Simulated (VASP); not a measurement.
Input of a VASP 6.6.1 run:

The input INCAR:

```
  PREC = Accurate
  ENCUT = 520
  EDIFF = 1E-7
  ISMEAR = -1
  SIGMA = 0.1
  LREAL = False
  LASPH = True
  NELM = 100
  ALGO = Normal
  ISIF = 2
  LWAVE = False
  LCHARG = True
  GGA = PE
  LELF = True
  LVHAR = True
  NBANDS = 16
```

KPOINTS

```
Automatic mesh
0
Gamma
  8 8 7
```

File POSCAR:

```
WC
1.0
    2.8177400000      0.0002800000      0.0398600000
   -1.4086300000      2.5900600000     -0.0575100000
    0.0389000000     -0.0423500000      2.9543600000
W C
1 1
Direct
    0.0075700000      0.0135300000      0.0003800000
    0.6785300000      0.3358700000      0.4501900000
```

Potentials or basis: VASP PAW PBE potentials, release 64 (W_sv, C).

Run with:

```console
$ cat potpaw_PBE.64/W_sv/POTCAR potpaw_PBE.64/C/POTCAR > POTCAR
$ mpirun -np 1 vasp_std > vasp.out
```

(1) Estimate the pressure.

(2) Estimate the band gap on the k mesh.

(3) Predict the largest force.

## Answers

(1) -2.2 GPa.

(2) zero (band 9 reaches 10.88 eV, above the bottom of band 10 at 10.40 eV).

(3) 2.095 eV/Å.

Caveat: spin-orbit coupling is left out, which moves the levels of the heavy elements; forces of over 1 eV/Å act on the atoms, so gaps and moduli don't describe the material at rest.
